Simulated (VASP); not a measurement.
# SiO2 (P6_422) in VASP: notebook, part 2 of 2

VASP 6.6.1. Earlier steps stand in the parts before.

### Step 3. Single point, PBE (strain -0.015 along x and y, -0.015 along z)

File INCAR:

```
PREC = Accurate ; ENCUT = 520
EDIFF = 1E-6 ; ISMEAR = 0
SIGMA = 0.05 ; LREAL = False
LASPH = True ; NELM = 60
ALGO = Normal ; ISIF = 2
LWAVE = False ; LCHARG = False
GGA = PE ; NBANDS = 34
```

File KPOINTS:

```
regular mesh
0
Gamma
  6 6 4
```

File POSCAR:

```
SiO2
1.0
    5.0287972619      0.0000000000      0.0000000000
   -2.5143986310      4.3550661793      0.0000000000
    0.0000000000      0.0000000000      5.5012710941
Si O
3 6
Direct
    0.0000000000      0.5000000000      0.3333333333
    0.5000000000      0.5000000000      0.6666666667
    0.5000000000      0.0000000000      0.0000000000
    0.5839605948      0.7919802974      0.8333333333
    0.7919802974      0.5839605948      0.5000000000
    0.7919802974      0.2080197026      0.1666666667
    0.4160394052      0.2080197026      0.8333333333
    0.2080197026      0.4160394052      0.5000000000
    0.2080197026      0.7919802974      0.1666666667
```

Potentials or basis: VASP PAW PBE potentials, release 64 (Si, O).

Launch:

```sh
cat potpaw_PBE.64/Si/POTCAR potpaw_PBE.64/O/POTCAR > POTCAR
mpirun -np 1 vasp_std > vasp.out
```

Run time: 3 min. Hardware: 1 thread of AMD EPYC 7R13, shared host; peak memory 0.23 GiB.

It converged, with:

| Quantity | Value |
| --- | --- |
| Free energy | -70.9700 eV |
| Pressure | 8.8 GPa |
| Largest force | 0.343 eV/Å |
| Band gap on the k mesh | 5.82 eV, indirect (least direct gap 6.02 eV) |

Forces on the atoms (eV/Å):
```
Si   0.000  0.000  0.000
Si   0.000  0.000  0.000
Si   0.000  0.000  0.000
O    0.297  0.171  0.000
O    0.000  0.343  0.000
O    0.297 -0.171  0.000
O   -0.297 -0.171  0.000
O    0.000 -0.343  0.000
O   -0.297  0.171  0.000
```

Stress tensor (GPa, compression positive):
```
8.73 0.00 0.00
0.00 8.73 0.00
0.00 0.00 8.83
```

Levels at points of the mesh, in eV from the valence-band top:
```csv
k point,band 21,band 22,band 23,band 24,band 25,band 26,band 27,band 28
"(0.00, 0.00, 0.00)",-1.01,-0.48,-0.48,-0.19,5.82,9.08,9.08,9.36
"(0.50, 0.00, 0.00)",-1.18,-1.02,-0.35,0.00,7.88,8.73,9.78,9.81
"(0.00, 0.00, 0.50)",-1.19,-0.28,0.00,0.00,7.66,7.66,8.56,9.95
"(0.50, 0.00, 0.50)",-0.94,-0.74,-0.70,-0.35,8.87,9.33,9.39,9.56
```

Caveat: the cell differs from its parent crystal (strain -0.015 along x and y, -0.015 along z).

### Step 4. Single point, PBE (strain -0.030 along x and y, +0.030 along z)

File INCAR:

```
ALGO     = Normal         # electronic algorithm
EDIFF    = 1E-7           # SCF threshold, eV
ENCUT    = 520            # plane-wave cutoff, eV
GGA      = PE             # functional
ISIF     = 2              # what is computed and relaxed
ISMEAR   = 0              # smearing method
LASPH    = T              # aspherical terms in the spheres
LCHARG   = F              # write CHGCAR
LREAL    = F              # projectors in reciprocal space
LWAVE    = F              # write WAVECAR
NBANDS   = 34             # bands
NELM     = 60             # most SCF steps
PREC     = Accurate       # precision mode
SIGMA    = 0.05           # smearing width, eV
```

File KPOINTS:

```
k-points
0
Gamma
  6 6 4
```

Changes to POSCAR since step 3:

```diff
@@ -2,5 +2,5 @@
 1.0
-    5.0287972619      0.0000000000      0.0000000000
-   -2.5143986310      4.3550661793      0.0000000000
-    0.0000000000      0.0000000000      5.5012710941
+    4.9522165930      0.0000000000      0.0000000000
+   -2.4761082965      4.2887453746      0.0000000000
+    0.0000000000      0.0000000000      5.7525981999
 Si O
```

Launch:

```sh
cat potpaw_PBE.64/Si/POTCAR potpaw_PBE.64/O/POTCAR > POTCAR
mpirun -np 1 vasp_std > vasp.out
```

Wall time 3.2 min (1 thread of AMD EPYC 7R13, shared host); peak memory 0.24 GiB.

It converged, with:

```
Free energy            : -70.9896 eV
Pressure               : 5.5 GPa
Largest force          : 0.286 eV/Å
Band gap on the k mesh : 5.63 eV, indirect (least direct gap 5.72 eV)
```

Forces in eV/Å, atoms in the order of the input:
```
Si   0.000  0.000  0.000
Si   0.000  0.000  0.000
Si   0.000  0.000  0.000
O    0.248  0.143  0.000
O    0.000  0.286  0.000
O    0.248 -0.143  0.000
O   -0.248 -0.143  0.000
O    0.000 -0.286  0.000
O   -0.248  0.143  0.000
```

Stress tensor (GPa, compression positive):
```
6.94 0.00 0.00
0.00 6.94 0.00
0.00 0.00 2.75
```

Levels at points of the mesh, in eV from the valence-band top:
| k point | band 20 | band 21 | band 22 | band 23 | band 24 | band 25 | band 26 | band 27 | band 28 | band 29 |
| --- | --- | --- | --- | --- | --- | --- | --- | --- | --- | --- |
| (0.00, 0.00, 0.00) | -1.12 | -1.12 | -0.50 | -0.50 | -0.10 | 5.63 | 8.88 | 8.88 | 9.18 | 9.18 |
| (0.50, 0.00, 0.00) | -1.33 | -1.19 | -1.11 | -0.47 | -0.05 | 7.73 | 8.58 | 9.56 | 9.64 | 9.92 |
| (0.00, 0.00, 0.50) | -2.01 | -1.07 | -0.46 | 0.00 | 0.00 | 7.41 | 7.41 | 8.27 | 9.51 | 9.51 |
| (0.50, 0.00, 0.50) | -1.48 | -0.98 | -0.84 | -0.83 | -0.31 | 8.60 | 8.89 | 9.06 | 9.25 | 9.71 |

Caveat: the cell differs from its parent crystal (strain -0.030 along x and y, +0.030 along z).

### Step 5. Single point, PBE (strain +0.000 along x and y, -0.030 along z)

File INCAR:

```
SYSTEM = SiO2
PREC     = Accurate       ! precision mode
ENCUT    = 520            ! plane-wave cutoff, eV
EDIFF    = 1E-6           ! SCF threshold, eV
ISMEAR   = 0              ! smearing method
SIGMA    = 0.05           ! smearing width, eV
LREAL    = .False.        ! projectors in reciprocal space
LASPH    = .True.         ! aspherical terms in the spheres
NELM     = 80             ! most SCF steps
ALGO     = Normal         ! electronic algorithm
ISIF     = 2              ! what is computed and relaxed
LWAVE    = .False.        ! write WAVECAR
LCHARG   = .False.        ! write CHGCAR
GGA      = PE             ! functional
NBANDS   = 34             ! bands
```

File KPOINTS:

```
Automatic mesh
0
Gamma
  6 6 4
  0 0 0
```

Changes to POSCAR since step 4:

```diff
@@ -2,5 +2,5 @@
 1.0
-    4.9522165930      0.0000000000      0.0000000000
-   -2.4761082965      4.2887453746      0.0000000000
-    0.0000000000      0.0000000000      5.7525981999
+    5.1053779309      0.0000000000      0.0000000000
+   -2.5526889655      4.4213869841      0.0000000000
+    0.0000000000      0.0000000000      5.4174953921
 Si O
```

Launch:

```sh
cat potpaw_PBE.64/Si/POTCAR potpaw_PBE.64/O/POTCAR > POTCAR
mpirun -np 1 vasp_std > vasp.out
```

Run time: 2.6 min. Hardware: 1 thread of AMD EPYC 7R13, shared host; peak memory 0.22 GiB.

Results (log left out):

| Quantity | Value |
| --- | --- |
| Free energy | -71.0380 eV |
| Pressure | 5.7 GPa |
| Largest force | 0.187 eV/Å |
| Band gap on the k mesh | 5.73 eV, indirect (least direct gap 6.00 eV) |

Forces on the atoms (eV/Å):
```
Si   0.000  0.000  0.000
Si   0.000  0.000  0.000
Si   0.000  0.000  0.000
O    0.162  0.094  0.000
O    0.000  0.187  0.000
O    0.162 -0.094  0.000
O   -0.162 -0.094  0.000
O    0.000 -0.187  0.000
O   -0.162  0.094  0.000
```

Stress tensor (GPa, compression positive):
```
5.03 0.00 0.00
0.00 5.03 0.00
0.00 0.00 6.98
```

Levels at points of the mesh, in eV from the valence-band top:
```
           k point  band 20  band 21  band 22  band 23  band 24  band 25  band 26  band 27  band 28  band 29
(0.00, 0.00, 0.00)    -0.96    -0.96    -0.47    -0.47    -0.27     5.73     9.00     9.00     9.26     9.26
(0.50, 0.00, 0.00)    -1.18    -1.15    -0.98    -0.32     0.00     7.75     8.59     9.55     9.70     9.71
(0.00, 0.00, 0.50)    -1.78    -1.24    -0.23    -0.03    -0.03     7.60     7.60     8.59     9.98     9.98
(0.50, 0.00, 0.50)    -1.26    -0.93    -0.71    -0.65    -0.39     8.62     9.25     9.41     9.55     9.87
```

Caveat: the cell differs from its parent crystal (strain +0.000 along x and y, -0.030 along z). A k mesh can miss the band edges.

### Step 6. Single point, PBE (strain -0.015 along x and y, +0.000 along z)

File INCAR:

```
SYSTEM = SiO2
PREC = Accurate
ENCUT = 520
EDIFF = 1E-7
ISMEAR = 0
SIGMA = 0.05
LREAL = .FALSE.
LASPH = .TRUE.
NELM = 60
ALGO = Normal
ISIF = 2
LWAVE = .FALSE.
LCHARG = .TRUE.
GGA = PE
LELF = .TRUE.
LVHAR = .TRUE.
NBANDS = 34
```

File KPOINTS:

```
regular mesh
0
G
  6 6 4
  0 0 0
```

Changes to POSCAR since step 5:

```diff
@@ -2,5 +2,5 @@
 1.0
-    5.1053779309      0.0000000000      0.0000000000
-   -2.5526889655      4.4213869841      0.0000000000
-    0.0000000000      0.0000000000      5.4174953921
+    5.0287972619      0.0000000000      0.0000000000
+   -2.5143986310      4.3550661793      0.0000000000
+    0.0000000000      0.0000000000      5.5850467960
 Si O
```

Potentials or basis: VASP PAW PBE potentials, release 64 (Si, O).

Launch:

```sh
cat potpaw_PBE.64/Si/POTCAR potpaw_PBE.64/O/POTCAR > POTCAR
mpirun -np 1 vasp_std > vasp.out
```

It took 3.1 min on 1 thread of AMD EPYC 7R13, shared host; peak memory 0.23 GiB.

Results (log left out):

| Item | Value |
| --- | --- |
| Free energy | -71.0519 eV |
| Pressure | 5.7 GPa |
| Largest force | 0.234 eV/Å |
| Band gap on the k mesh | 5.72 eV, indirect (least direct gap 5.88 eV) |

Forces in eV/Å, atoms in the order of the input:
```
Si   0.000  0.000  0.000
Si   0.000  0.000  0.000
Si   0.000  0.000  0.000
O    0.203  0.117  0.000
O    0.000  0.234  0.000
O    0.203 -0.117  0.000
O   -0.203 -0.117  0.000
O    0.000 -0.234  0.000
O   -0.203  0.117  0.000
```

Stress tensor (GPa, compression positive):
```
5.97 0.00 0.00
0.00 5.97 0.00
0.00 0.00 5.06
```

Levels at points of the mesh, in eV from the valence-band top:
```csv
k point,band 22,band 23,band 24,band 25,band 26,band 27
"(0.00, 0.00, 0.00)",-0.47,-0.47,-0.16,5.72,8.98,8.98
"(0.50, 0.00, 0.00)",-1.02,-0.37,-0.01,7.79,8.63,9.67
"(0.00, 0.00, 0.50)",-0.32,0.00,0.00,7.54,7.54,8.46
"(0.50, 0.00, 0.50)",-0.75,-0.72,-0.33,8.67,9.11,9.27
```

Caveat: the cell differs from its parent crystal (strain -0.015 along x and y, +0.000 along z). A k mesh can miss the band edges.

### Step 7. The runs side by side

| cell | gap on the mesh (eV) | pressure (GPa) | largest force (eV/Å) |
| --- | --- | --- | --- |
| a = 4.952, b = 4.952, c = 5.669 Å, angles 90.0, 90.0, 120.0°, 9 atoms | 5.75 | 8.7 | 0.39 |
| a = 5.029, b = 5.029, c = 5.501 Å, angles 90.0, 90.0, 120.0°, 9 atoms | 5.82 | 8.8 | 0.34 |
| a = 4.952, b = 4.952, c = 5.753 Å, angles 90.0, 90.0, 120.0°, 9 atoms | 5.63 | 5.5 | 0.29 |
| a = 5.105, b = 5.105, c = 5.417 Å, angles 90.0, 90.0, 120.0°, 9 atoms | 5.73 | 5.7 | 0.19 |
| a = 5.029, b = 5.029, c = 5.585 Å, angles 90.0, 90.0, 120.0°, 9 atoms | 5.72 | 5.7 | 0.23 |

Alike in all rows: task single point; level PBE; potentials or basis VASP PAW PBE potentials, release 64 (Si, O); no spin polarisation; k mesh 6 × 6 × 4; cutoff (eV) 520; smearing gaussian 0.05 eV.

Total energies depend on the potentials used, so only differences within one code and one set of settings carry meaning.
